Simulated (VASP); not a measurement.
A run of VASP 6.6.1:

Contents of INCAR:

```
SYSTEM = Tl
PREC = Accurate
ENCUT = 600
EDIFF = 1E-7
ISMEAR = -1
SIGMA = 0.1
LREAL = .FALSE.
LASPH = .TRUE.
NELM = 80
ALGO = Normal
ISIF = 3
LWAVE = .FALSE.
LCHARG = .FALSE.
GGA = PS
IBRION = 2
NSW = 60
EDIFFG = -0.005
```

The input KPOINTS:

```
regular mesh
0
G
  10 10 10
  0 0 0
```

POSCAR

```
Tl
1.0
    0.0000000000      3.2940357529      3.2940357529
    3.2940357529      0.0000000000      3.2940357529
    3.2940357529      3.2940357529      0.0000000000
Tl
2
Direct
   -0.1250000000     -0.1250000000     -0.1250000000
    0.1250000000      0.1250000000      0.1250000000
```

Potentials or basis: VASP PAW PBE potentials, release 64 (Tl_d).

Command:

```bash
$ cat potpaw_PBE.64/Tl_d/POTCAR > POTCAR
$ mpirun -np 1 vasp_std > vasp.out
```

Hardware: 1 thread of AMD EPYC 9R45 (Zen 5), with other jobs on the host.

Problem. How long does it take, and how much memory?

Solution. Wall time 110 s on 1 thread of AMD EPYC 9R45 (Zen 5), with other jobs on the host, peak memory 0.25 GiB. Counts: scf iterations 37, k points 47, ion steps 4.
